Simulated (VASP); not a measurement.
Write the native input for VASP 6.6.1 that does the following.

* Task: single point
* Functional: PBE
* Potentials or basis: VASP PAW PBE potentials, release 64 (In_d)
* Cutoff: 520 eV
* k mesh: 15 × 15 × 14
* Occupations: fermi-dirac, width 0.1 eV
* Spin: no spin polarisation
* Dipole correction: no
* Further INCAR settings: ALGO = Normal; EDIFF = 1e-07; NBANDS = 12

The structure of In lies in POSCAR:

```
In
1.0
    2.9634100021      0.0000000000      0.0000000000
   -1.4817050010      2.5663883436      0.0000000000
    0.0000000000      0.0000000000      2.8132494531
In
1
Direct
    0.0000000000      0.0000000000      0.0000000000
```

One way to write it, as run:

INCAR

```
SYSTEM = In
PREC = Accurate
ENCUT = 520
EDIFF = 1E-7
ISMEAR = -1
SIGMA = 0.1
LREAL = .FALSE.
LASPH = .TRUE.
NELM = 100
ALGO = Normal
ISIF = 2
LWAVE = .FALSE.
LCHARG = .FALSE.
GGA = PE
NBANDS = 12
```

KPOINTS

```
Automatic mesh
0
G
  15 15 14
  0 0 0
```

Potentials or basis: VASP PAW PBE potentials, release 64 (In_d).

Launch:

```bash
$ cat potpaw_PBE.64/In_d/POTCAR > POTCAR
$ mpirun -np 1 vasp_std > vasp.out
```

Results of the run:

- Pressure: 19.7 GPa

Wall time 23 s on 1 thread of Intel Xeon 6975P-C, with other jobs on the host, peak memory 0.17 GiB.
